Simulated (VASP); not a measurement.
A run of VASP 6.6.1 is set up as follows.

File INCAR:

```
SYSTEM = W
PREC     = Accurate       ! precision mode
ENCUT    = 520            ! plane-wave cutoff, eV
EDIFF    = 1E-7           ! SCF threshold, eV
ISMEAR   = 0              ! smearing method
SIGMA    = 0.1            ! smearing width, eV
LREAL    = .False.        ! projectors in reciprocal space
LASPH    = .True.         ! aspherical terms in the spheres
NELM     = 80             ! most SCF steps
ALGO     = Fast           ! electronic algorithm
ISIF     = 2              ! what is computed and relaxed
LWAVE    = .False.        ! write WAVECAR
LCHARG   = .False.        ! write CHGCAR
GGA      = CA             ! functional
NBANDS   = 13             ! bands
```

Contents of KPOINTS:

```
Automatic mesh
0
Gamma
  8 8 8
  0 0 0
```

File POSCAR:

```
W
1.0
   -1.6007500000      1.6007500000      1.6007500000
    1.6007500000     -1.6007500000      1.6007500000
    1.6007500000      1.6007500000     -1.6007500000
W
1
Direct
    0.0000000000      0.0000000000      0.0000000000
```

Potentials or basis: VASP PAW LDA potentials, release 64 (W_sv).

The run is started by

```bash
$ cat potpaw_LDA.64/W_sv/POTCAR > POTCAR
$ mpirun -np 1 vasp_std > vasp.out
```

Predict the pressure.

-16.6 GPa.

Predict the band gap on the k mesh.

zero (band 7 reaches 15.72 eV, above the bottom of band 8 at 9.62 eV).

Caveat: spin-orbit coupling is left out, which moves the levels of the heavy elements.
